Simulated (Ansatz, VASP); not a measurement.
# One calculation of Si2W, two programs

```
Si W
1.0
    -1.60600    1.60600    3.86120
     1.60600   -1.60600    3.86120
     1.60600    1.60600   -3.86120
Si W
2 1
Direct
  0.33300 0.33300 0.00000
  0.66700 0.66700 0.00000
  0.00000 0.00000 0.00000
```

Change from the starting cell: zz strain of -2 %, PAW files.

Alike in both runs: task electric field gradients; functional PBEsol; k mesh 18 × 18 × 18; occupations fermi-dirac, width 0.03 eV; no spin polarisation.

```csv
,VASP,Ansatz
version,VASP 6.6.1,Ansatz 0.2.0
potentials or method,"VASP PAW PBE potentials, release 64 (Si, W_sv)","PAW with Ansatz's default frozen-core files, scalar-relativistic"
plane-wave cutoff (eV),520,420
valence electrons in the cell,22,22
```

```tsv
	VASP	Ansatz	Ansatz less VASP
pressure (GPa)	2.0	1.6	-0.36
traceless stress, the component that is largest in VASP (GPa)	4.62	4.63	+0.016
rms of the force components (eV/Å)	0.112	0.114	+0.0014
size of Vzz on the site where it differs most (V/Å²)	182.3	211.7	+29.36
```

VASP's potentials were made for PBE, not for PBEsol. Atom by atom the forces differ by 0.001 eV/Å (rms over components).

Neither program's run includes spin-orbit coupling.
